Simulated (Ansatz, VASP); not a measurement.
VPt3: VASP beside Ansatz

INCAR

```
SYSTEM = VPt3
  PREC = Accurate
  ENCUT = 520
  EDIFF = 1E-7
  ISMEAR = -1
  SIGMA = 0.15
  LREAL = .FALSE.
  LASPH = .TRUE.
  NELM = 150
  ALGO = Normal
  ISIF = 2
  LWAVE = .FALSE.
  LCHARG = .FALSE.
  ISPIN = 2
  MAGMOM = 1.5 0 0 0
  LORBIT = 11
  LMAXMIX = 4
  NBANDS = 34
```

Contents of KPOINTS:

```
Automatic mesh
0
G
  6 6 6
  0 0 0
```

File POSCAR:

```
VPt3
1.0
    3.8700000000      0.0000000000      0.0000000000
    0.0000000000      3.8700000000      0.0000000000
    0.0000000000      0.0000000000      3.8700000000
V Pt
1 3
Direct
   -0.0025839793      0.0000000000      0.0000000000
    0.0000000000      0.5000000000      0.5000000000
    0.5000000000      0.0000000000      0.5000000000
    0.5000000000      0.5000000000      0.0000000000
```

Input for Ansatz:

```yaml
crystal:
  lattice:
    - [3.87, 0.0, 0.0]
    - [0.0, 3.87, 0.0]
    - [0.0, 0.0, 3.87]
  atoms:
    - { symbol: V, position: [-0.0025839793281653744, 0.0, 0.0] }
    - { symbol: Pt, position: [0.0, 0.5, 0.5] }
    - { symbol: Pt, position: [0.5, 0.0, 0.5] }
    - { symbol: Pt, position: [0.5, 0.5, 0.0] }
kpoints:
  mp_grid:
    grid: [6, 6, 6]
hamiltonian:
  xc: lda
magnetization:
  spin_polarized: true
  per_species:
    V: 1.5
scf:
  occupations:
    method: fermi_dirac
    width: 0.15
output:
  forces: true
```

Alike in both runs: task single point; functional LDA; k mesh 6 × 6 × 6; occupations fermi-dirac, width 0.15 eV; collinear spin.

|  | VASP | Ansatz |
| --- | --- | --- |
| version | VASP 6.6.1 | Ansatz 0.2.0 |
| potentials or method | VASP PAW LDA potentials, release 64 (V_sv, Pt) | plane waves, PAW |
| plane-wave cutoff (eV) | 520 | 420 |
| valence electrons in the cell | 43 | 67 |

Ansatz gave:

```
rms of the force components (eV/Å)                            : 0.015
net moment per atom (μB)                                      : 0.32
size of the moment on the site where the two differ most (μB) : 1.23
```

**Question.** Which values does VASP return?

**Answer.** rms of the force components (eV/Å): 0.013; net moment per atom (μB): 0.00; size of the moment on the site where the two differ most (μB): 0.00.

The net moments are unlike, so the other rows may belong to different states. LDA's correlation is that of Perdew and Zunger in VASP and of Perdew and Wang (1992) in Ansatz. Site moments also hang on the region over which each program counts them. Atom by atom the forces differ by 0.002 eV/Å (rms over components). VASP's potentials hold 43 valence electrons a cell and Ansatz's 67, so a difference there can come from the potentials and not from the codes.

Neither program's run includes spin-orbit coupling.
